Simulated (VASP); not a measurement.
Fe, 2 atoms in the cell. It takes space group Fd-3m (No. 227, cubic). Conventional cell: a = 4.938 Å, b = 4.938 Å, c = 4.938 Å, α = 90.00°, β = 90.00°, γ = 90.00°. Fe (site symmetry -43m) has 4 Fe at 2.14 Å within 2.8 Å. This isn't the form of Fe at room conditions, which is bcc.

```yaml
Program: VASP 6.6.1
Task: single point
Functional: PBE
Potentials_or_basis: VASP PAW PBE potentials, release 64 (Fe)
Cutoff: 520 eV
k_mesh: 38 × 38 × 38
Occupations: fermi-dirac, width 0.0612256 eV
Spin: no spin polarisation
Dipole_correction: no
Further_INCAR_settings: ALGO = Normal; EDIFF = 1e-06; NBANDS = 15
```

Potentials or basis: VASP PAW PBE potentials, release 64 (Fe).

Run with:

```bash
$ cat potpaw_PBE.64/Fe/POTCAR > POTCAR
$ mpirun -np 1 vasp_std > vasp.out
```

Hardware: 1 thread of Intel Xeon 8259CL (shared host).

How long does it take, and how much memory?

Run time: 16 min on 1 thread of Intel Xeon 8259CL (shared host), peak memory 0.66 GiB. Counts: scf iterations 12, k points 1440.
